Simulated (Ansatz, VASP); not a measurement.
## Two plane-wave programs on SnO2

The input POSCAR:

```
SnO2
1.0
    4.7166969900      0.0000000000      0.0000000000
    0.0000000000      4.7166969900      0.0000000000
    0.0000000000      0.0000000000      3.1721728500
Sn O
2 4
Direct
    0.0000000000      0.0000000000      0.0000000000
    0.5000000000      0.5000000000      0.5000000000
    0.3071000000      0.3071000000      0.0000000000
    0.1929000000      0.8071000000      0.5000000000
    0.6929000000      0.6929000000      0.0000000000
    0.8071000000      0.1929000000      0.5000000000
```

File INCAR.step1:

```
  PREC = Accurate
  ENCUT = 660
  ISMEAR = -1
  SIGMA = 0.1066
  LREAL = F
  LASPH = T
  NELM = 120
  NBANDS = 35
  GGA = PE
  ALGO = Normal
  EDIFF = 1E-5
  LWAVE = T
  LCHARG = F
  GGA_COMPAT = F
```

INCAR.step2

```
  PREC = Accurate
  ENCUT = 660
  EDIFF = 1E-6
  ISMEAR = -1
  SIGMA = 0.1066
  LREAL = F
  LASPH = T
  NELM = 120
  ALGO = Normal
  ISIF = 2
  LWAVE = F
  LCHARG = F
  METAGGA = R2SCAN
  LMIXTAU = T
  NBANDS = 35
  ISTART = 1
  GGA_COMPAT = F
```

Contents of KPOINTS:

```
regular mesh
0
Gamma
  6 6 8
```

Input for Ansatz:

```yaml
crystal:
  lattice:
    - [4.71669699, 0.0, 0.0]
    - [0.0, 4.71669699, 0.0]
    - [0.0, 0.0, 3.17217285]
  atoms:
    - { symbol: Sn, position: [0.0, 0.0, 0.0] }
    - { symbol: Sn, position: [0.5, 0.5, 0.5] }
    - { symbol: O, position: [0.3071, 0.3071, 0.0] }
    - { symbol: O, position: [0.1929, 0.8071, 0.5] }
    - { symbol: O, position: [0.6929, 0.6929, 0.0] }
    - { symbol: O, position: [0.8071, 0.1929, 0.5] }
  symmetry: { tolerance: 0.0003 }
kpoints:
  mp_grid: { grid: [6, 6, 8], shift: [0, 0, 0] }
  band_path:
    path:
      - [0.0, 0.0, 0.0]
      - [0.0, 0.5, 0.0]
      - [0.5, 0.5, 0.0]
      - [0.0, 0.0, 0.0]
      - [0.0, 0.0, 0.5]
      - [0.0, 0.5, 0.5]
      - [0.5, 0.5, 0.5]
      - [0.0, 0.0, 0.5]
      - [0.0, 0.5, 0.0]
      - [0.0, 0.5, 0.5]
      - [0.5, 0.5, 0.0]
    npoints: 6
magnetization:
  spin_polarized: false
scf:
  occupations: { method: fermi_dirac, width: 0.1066 }
  lower_state_search: "off"
  max_iter: 200
hamiltonian:
  pseudopotentials: { kind: paw }
  xc: r2scan
basis:
  ecutwfc: 500
  fft_grid_basis: typed
output:
  forces: true
  stress: true
  eigenvalues: true
  bader: true
  populations: true
  elf: true
  write_potential: true
  volumetric_format: npy
  dos:
    e_range: [-12, 8]
    de: 0.05
    projected: { site_lists: { O: [O], Sn: [Sn] } }
checkpoint:
  read: saved_state
```

Alike in both runs: task single point; functional r2SCAN; k mesh 6 × 6 × 8; occupations fermi-dirac, width 0.1066 eV; no spin polarisation.

|  | VASP | Ansatz |
| --- | --- | --- |
| version | VASP 6.6.1 | Ansatz 0.2.0 |
| potentials or method | VASP PAW PBE potentials, release 64 (Sn_d, O), cutoff 660 eV | PAW plane waves |
| valence electrons in the cell | 52 | 52 |

```csv
,VASP,Ansatz,Ansatz less VASP
pressure (GPa),7.6,6.6,-1.02
"traceless stress, the component that is largest in VASP (GPa)",1.87,1.46,-0.414
rms of the force components (eV/Å),0.159,0.142,-0.0173
```

VASP's potentials were made for PBE, not for r2SCAN. Atom by atom the forces differ by 0.017 eV/Å (rms over components).
